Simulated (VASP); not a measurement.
# AlCu (P4mm) in VASP: single point with r2SCAN

Aim: the single point of AlCu with r2SCAN.

Everything below comes from runs of VASP 6.6.1. Logs are shortened: lines on timing, memory, paths and dates and some standing lists are left out, and cuts for length are marked.

## Step 1: The cell of the first run

Symmetry: P4mm, No. 99, tetragonal system. Conventional cell: a = 2.998 Å, b = 2.998 Å, c = 2.998 Å, α = 90.00°, β = 90.00°, γ = 90.00°. Within 3.3 Å of Al (site symmetry 4mm) lie 8 Cu at 2.53 to 2.67 Å and 6 Al at 3.00 Å. Within 3.3 Å of Cu (site symmetry 4mm) lie 8 Al at 2.53 to 2.67 Å and 6 Cu at 3.00 Å.

## Step 2: Single point, r2SCAN

File POSCAR:

```
AlCu
1.0
    2.9975090000      0.0000000000      0.0000000000
    0.0000000000      2.9975090000      0.0000000000
    0.0000000000      0.0000000000      2.9975090000
Al Cu
1 1
Direct
   -0.0417012926      0.0000000000      0.0000000000
    0.5000000000      0.5000000000      0.5000000000
```

File INCAR.step1:

```
SYSTEM = AlCu
  ALGO = Normal
  EDIFF = 1E-4
  ENCUT = 520
  GGA = PE
  ISMEAR = 0
  LASPH = .TRUE.
  LCHARG = .FALSE.
  LREAL = .FALSE.
  LWAVE = .TRUE.
  NBANDS = 14
  NELM = 80
  PREC = Accurate
  SIGMA = 0.15
```

File INCAR.step2:

```
SYSTEM = AlCu
  ALGO = Normal
  EDIFF = 1E-6
  ENCUT = 520
  ISIF = 2
  ISMEAR = 0
  ISTART = 1
  LASPH = .TRUE.
  LCHARG = .FALSE.
  LMIXTAU = .TRUE.
  LREAL = .FALSE.
  LWAVE = .FALSE.
  METAGGA = R2SCAN
  NBANDS = 14
  NELM = 80
  PREC = Accurate
  SIGMA = 0.15
```

File KPOINTS:

```
k-points
0
G
  16 16 16
  0 0 0
```

Potentials or basis: VASP PAW PBE potentials, release 64 (Al, Cu).

The run is started by

```console
$ cat potpaw_PBE.64/Al/POTCAR potpaw_PBE.64/Cu/POTCAR > POTCAR
$ cp INCAR.step1 INCAR
$ mpirun -np 1 vasp_std > vasp.out
$ cp INCAR.step2 INCAR
$ mpirun -np 1 vasp_std > vasp.out
```

OUTCAR:

```text
SYSTEM = AlCu
   EDIFF = 1E-6
   ENCUT = 520
   ISIF = 2
   ISMEAR = 0
   ISTART = 1
   LASPH = .TRUE.
   LREAL = .FALSE.
   METAGGA = R2SCAN
   NELM = 80
   PREC = Accurate

 ion  position               nearest neighbor table
   1  0.958  0.000  0.000-   2 2.53   2 2.53   2 2.53   2 2.53   2 2.67   2 2.67   2 2.67   2 2.67

   2  0.500  0.500  0.500-   1 2.53   1 2.53   1 2.53   1 2.53   1 2.67   1 2.67   1 2.67   1 2.67

  LATTYP: Found a simple cubic cell.
 ALAT       =     2.9975090000

  Lattice vectors:

 A1 = (   2.9975090000,   0.0000000000,   0.0000000000)
 A2 = (   0.0000000000,   2.9975090000,   0.0000000000)
 A3 = (   0.0000000000,   0.0000000000,   2.9975090000)

Analysis of symmetry for initial positions (statically):
=====================================================================
 Subroutine PRICEL returns:
 Original cell was already a primitive cell.

 Routine SETGRP: Setting up the symmetry group for a
 simple cubic supercell.

 Subroutine GETGRP returns: Found  8 space group operations
 (whereof  8 operations were pure point group operations)
 out of a pool of 48 trial point group operations.

The static configuration has the point symmetry C_4v.

Analysis of symmetry for dynamics (positions and initial velocities):
=====================================================================
 Subroutine PRICEL returns:
 Original cell was already a primitive cell.

 Routine SETGRP: Setting up the symmetry group for a
 simple cubic supercell.

 Subroutine GETGRP returns: Found  8 space group operations
 (whereof  8 operations were pure point group operations)
 out of a pool of 48 trial point group operations.

The dynamic configuration has the point symmetry C_4v.

 Subroutine INISYM returns: Found  8 space group operations
 (whereof  8 operations are pure point group operations),
 and found     1 'primitive' translations

----------------------------------------------------------------------------------------

                                     Primitive cell

  volume of cell :      26.9328

  direct lattice vectors                    reciprocal lattice vectors
     2.997509000  0.000000000  0.000000000     0.333610341  0.000000000  0.000000000
     0.000000000  2.997509000  0.000000000     0.000000000  0.333610341  0.000000000
     0.000000000  0.000000000  2.997509000     0.000000000  0.000000000  0.333610341

  length of vectors
     2.997509000  2.997509000  2.997509000     0.333610341  0.333610341  0.333610341

  position of ions in fractional coordinates (direct lattice)
     0.958298707  0.000000000  0.000000000
     0.500000000  0.500000000  0.500000000

  ion indices of the primitive-cell ions
   primitive index   ion index
                 1           1
                 2           2

----------------------------------------------------------------------------------------

 KPOINTS: k-points

Automatic generation of k-mesh.
 Grid dimensions read from file:
 generate k-points for:   16   16   16

 Generating k-lattice:

  Cartesian coordinates                     Fractional coordinates (reciprocal lattice)
     0.020850646  0.000000000  0.000000000     0.062500000  0.000000000  0.000000000
     0.000000000  0.020850646  0.000000000     0.000000000  0.062500000  0.000000000
     0.000000000  0.000000000  0.020850646     0.000000000  0.000000000  0.062500000

  Length of vectors
     0.020850646  0.020850646  0.020850646

  Shift w.r.t. Gamma in fractional coordinates (k-lattice)
     0.000000000  0.000000000  0.000000000

 Subroutine IBZKPT returns following result:
 ===========================================

 Found    405 irreducible k-points:

 Following reciprocal coordinates:
            Coordinates               Weight
  0.000000  0.000000  0.000000      1.000000
  0.062500  0.000000  0.000000      2.000000
  0.000000  0.062500  0.000000      4.000000
  0.125000  0.000000  0.000000      2.000000
  0.000000  0.125000  0.000000      4.000000
  0.187500  0.000000  0.000000      2.000000
[... 16 lines left out ...]
  0.187500  0.062500  0.000000      8.000000
  0.000000  0.187500  0.062500      8.000000
 [... further k-points ...]
   k-points           NKPTS =    405   k-points in BZ     NKDIM =    405   number of bands    NBANDS=     14
   number of dos      NEDOS =    301   number of ions     NIONS =      2
   total plane-waves  NPLWV =  13824
   dimension x,y,z NGX =    24 NGY =   24 NGZ =   24
   dimension x,y,z NGXF=    48 NGYF=   48 NGZF=   48
   ions per type =               1   1
   NGX,Y,Z   is equivalent  to a cutoff of  13.31, 13.31, 13.31 a.u.
   NGXF,Y,Z  is equivalent  to a cutoff of  26.62, 26.62, 26.62 a.u.
 SYSTEM =  AlCu
   PREC   = accura    normal or accurate (medium, high low for compatibility)
   ISTART =      1    job   : 0-new  1-cont  2-samecut
   ICHARG =      0    charge: 1-file 2-atom 10-const
   ISPIN  =      1    spin polarized calculation?
   LNONCOLLINEAR =      F non collinear calculations
   LSORBIT =      F    spin-orbit coupling
   LASPH  =      T    aspherical Exc in radial PAW
   ENCUT  =  520.0 eV  38.22 Ry    6.18 a.u.   5.57  5.57  5.57*2*pi/ulx,y,z
   NELM   =     80;   NELMIN=  2; NELMDL=  0     # of ELM steps
   EDIFF  = 0.1E-05   stopping-criterion for ELM
   LREAL  =      F    real-space projection
   EDIFFG = 0.1E-04   stopping-criterion for IOM
   NSW    =      0    number of steps for IOM
   IBRION =     -1    ionic relax: 0-MD 1-quasi-New 2-CG
   NFREE  =      0    steps in history (QN), initial steepest desc. (CG)
   ISIF   =      2    stress and relaxation
   ISYM   =      2    0-nonsym 1-usesym 2-fastsym
   POTIM  = 0.5000    time-step for ionic-motion
   TEBEG  =    0.0;   TEEND  =   0.0 temperature during run
   PSTRESS=    0.0 pullay stress
   NELECT =      14.0000    total number of electrons
   NUPDOWN=      -1.0000    fix difference up-down
   EMIN   =  10.00;   EMAX   =-10.00  energy-range for DOS
   EFERMI =   0.00;   METHOD = LEGACY
   ISMEAR =     0;   SIGMA  =   0.15  broadening in eV -4-tet -1-fermi 0-gaus
   EFERMI_NEDOS =   21; number of points for ismear=-14 and -15
   IALGO  =     38    algorithm
   IMIX   =      4    mixing-type and parameters
     AMIX     =   0.40;   BMIX     =  1.00
     AMIX_MAG =   1.60;   BMIX_MAG =  1.00
  volume/ion in A,a.u.               =      13.47        90.88
  Fermi-wavevector in a.u.,A,eV,Ry     =   1.316306  2.487459 23.574307  1.732663
  Thomas-Fermi vector in A             =   2.446428
   LORBIT       =      0    0 simple, 1 ext, 2 COOP (PROOUT), +10 PAW based schemes
   METAGGA = R2SCAN    functional components
   LHFCALC =     F    Hartree Fock is set to
   AEXX    =    0.0000 exact exchange contribution
   IVDW    =     0    specifies the selected vdW correction
   LEPSILON=     F    determine dielectric tensor
   LRPA    =     F    only Hartree local field effects (RPA)
 non-spin polarized calculation
 Gauss-broadening in eV      SIGMA  =   0.15
  energy-cutoff  :      520.00
  volume of cell :       26.93
 maximum number of plane-waves:       743
 NGX is ok and might be reduce to    24
   NGX = 11   NGY = 11   NGZ = 11

 number of electron      14.0000020 magnetization

 Free energy of the ion-electron system (eV)
  ---------------------------------------------------
  ext. energy  EPLUGINS =         0.00000000
  ---------------------------------------------------
  free energy    TOTEN  =       -17.85780692 eV

  energy without entropy =      -17.85146639  energy(sigma->0) =      -17.85463666

 E-fermi :   9.0580     XC(G=0): -12.4222

 val. band max:        9.0410707566   @ k =   0.2500   0.4375   0.4375
 cond. band min:       9.0683083505   @ k =   0.1875   0.3750   0.3750
 fundamental gap:      0.0272375939
 Fermi energy:         9.0580127224

 k-point     1 :       0.0000    0.0000    0.0000
  band No.  band energies     occupation
      1      -3.1010      2.00000
      2       3.8781      2.00000
      3       3.8892      2.00000
      4       4.9688      2.00000
      5       4.9788      2.00000
      6       4.9788      2.00000
      7      13.1196      0.00000
      8      13.1196      0.00000
      9      13.1436      0.00000
     10      15.4895      0.00000
     11      15.4901      0.00000
     12      20.0448      0.00000
     13      28.2931      0.00000
     14      28.2993      0.00000

 k-point     2 :       0.0625    0.0000    0.0000
  band No.  band energies     occupation
      1      -3.0313      2.00000
      2       3.8885      2.00000
      3       3.8917      2.00000
      4       4.9599      2.00000
      5       4.9599      2.00000
      6       4.9708      2.00000
      7      12.2332      0.00000
      8      13.2032      0.00000
      9      13.2032      0.00000
     10      15.5167      0.00000
     11      16.2940      0.00000
     12      20.3164      0.00000
     13      27.4340      0.00000
     14      27.4340      0.00000

 k-point     3 :       0.0000    0.0625    0.0000
  band No.  band energies     occupation
      1      -3.0312      2.00000
      2       3.8818      2.00000
      3       3.8985      2.00000
      4       4.9491      2.00000
      5       4.9599      2.00000
      6       4.9813      2.00000
      7      12.2093      0.00000
      8      13.2037      0.00000
      9      13.2403      0.00000
     10      15.5160      0.00000
     11      16.2749      0.00000
     12      20.3230      0.00000
     13      27.4516      0.00000
     14      27.4754      0.00000
[... 324 lines left out ...]
 k-point    23 :       0.1875    0.0625    0.0000
  band No.  band energies     occupation
      1      -2.4094      2.00000
      2       3.8787      2.00000
      3       3.9682      2.00000
      4       4.8062      2.00000
      5       4.8321      2.00000
      6       4.9679      2.00000
      7       9.2615      0.05508
      8      12.9269      0.00000
      9      13.9331      0.00000
     10      16.3139      0.00000
     11      18.6721      0.00000
     12      22.7746      0.00000
     13      23.5158      0.00000
     14      24.4232      0.00000

 k-point    24 :       0.0000    0.1875    0.0625
  band No.  band energies     occupation
      1      -2.4082      2.00000
      2       3.8710      2.00000
      3       3.9770      2.00000
      4       4.7933      2.00000
      5       4.8334      2.00000
      6       4.9783      2.00000
      7       9.2494      0.07113
      8      12.9170      0.00000
      9      13.9907      0.00000
     10      16.2924      0.00000
     11      18.6298      0.00000
     12      22.8438      0.00000
     13      23.4438      0.00000
     14      24.5101      0.00000

 [... further k-points ...]

------------------------ aborting loop because EDIFF is reached ----------------------------------------

  FORCE on cell =-STRESS in cart. coord.  units (eV):
  Direction    XX          YY          ZZ          XY          YZ          ZX
  --------------------------------------------------------------------------------------
  -------------------------------------------------------------------------------------
  Total       -0.7579063     -0.6703111     -0.6703111     -0.0000000     -0.0000000      0.0000000
  in kB      -45.0863021    -39.8754410    -39.8754410     -0.0000000     -0.0000000      0.0000000
  external PRESSURE =     -41.6123947 kB  Pullay stress =       0.0000000 kB

 VOLUME and BASIS-vectors are now :
 -----------------------------------------------------------------------------
  energy-cutoff  :      520.00
  volume of cell :       26.93
      direct lattice vectors                 reciprocal lattice vectors
     2.997509000  0.000000000  0.000000000     0.333610341  0.000000000  0.000000000
     0.000000000  2.997509000  0.000000000     0.000000000  0.333610341  0.000000000
     0.000000000  0.000000000  2.997509000     0.000000000  0.000000000  0.333610341

 POSITION                                       TOTAL-FORCE (eV/Angst)
 -----------------------------------------------------------------------------------
      2.87251      0.00000      0.00000         0.498520     -0.000000      0.000000
      1.49875      1.49875      1.49875        -0.498520      0.000000     -0.000000
 -----------------------------------------------------------------------------------
    total drift:                                0.001482      0.000000      0.000000

  FREE ENERGIE OF THE ION-ELECTRON SYSTEM (eV)
  ---------------------------------------------------
  free  energy   TOTEN  =       -17.8578069208 eV

  energy  without entropy=      -17.8514663947  energy(sigma->0) =      -17.85463666
```

Run time: 7.1 min. Hardware: 1 thread of AMD EPYC 7R13 (Zen 3), shared host; peak memory 0.24 GiB.

What came out:

| Property | Result |
| --- | --- |
| Free energy | -17.8578 eV |
| Pressure | -4.2 GPa |
| Largest force | 0.499 eV/Å |
| Band gap on the k mesh | zero (bands 7 and 8 overlap by 4.96 eV) |

Forces on the atoms (eV/Å):
```
Al   0.499  0.000  0.000
Cu  -0.499  0.000  0.000
```

Stress tensor (GPa, compression positive):
```
-4.51  0.00  0.00
 0.00 -3.99  0.00
 0.00  0.00 -3.99
```

Caveat: the cell differs from its parent crystal (all Al atoms moved +0.125 Å, as atom 1 towards its neighbour atom 1 (Al) at 2.998 Å); the cell stands under tension; the PAW data sets were made with another functional, which shifts forces and pressure a little.

The gap in the log of VASP goes by the Fermi energy; the results here count the filled bands.